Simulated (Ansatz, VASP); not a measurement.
## One calculation of AlZn3, two programs

```xyz
8
Lattice="5.0403 0.0000 0.0000 0.0000 5.0403 0.0000 0.0000 0.0000 5.0403" Properties=species:S:1:pos:R:3 pbc="T T T"
Al    0.0000    0.0000    0.0000
Al    2.5201    2.5201    2.5201
Zn    1.2601    0.0000    2.5201
Zn    2.5201    3.7802    0.0000
Zn    3.7802    0.0000    2.5201
Zn    2.5201    1.2601    0.0000
Zn    0.0000    2.5201    3.7802
Zn    0.0000    2.5201    1.2601
```

Change from the starting cell: species swapped into the Cr3Ga type (Pm-3n, No. 223).

Alike in both runs: functional PBE; k mesh 8 × 8 × 8; occupations gaussian, width 0.1 eV; no spin polarisation.

Ansatz relaxed the structure, and its values are those at the end. VASP's run is a single point on that final structure, the one shown.

|  | VASP | Ansatz |
| --- | --- | --- |
| version | VASP 6.6.1 | Ansatz 0.2.0 |
| potentials or method | VASP PAW PBE potentials, release 64 (Al, Zn), cutoff 520 eV | scalar-relativistic, plane waves, PAW |
| valence electrons in the cell | 78 | 78 |

Ansatz gave:

| Quantity | Value |
| --- | --- |
| gap on the k mesh at the Fermi level (eV) | none |
| pressure (GPa) | 0.0 |

Question: Which values does VASP return?

Answer: gap on the k mesh at the Fermi level (eV): none; pressure (GPa): 0.3.

A gap of «none» marks a metal or a gap that the smearing closes. The functional is the same, so the differences come from potentials, cutoffs and numerics.
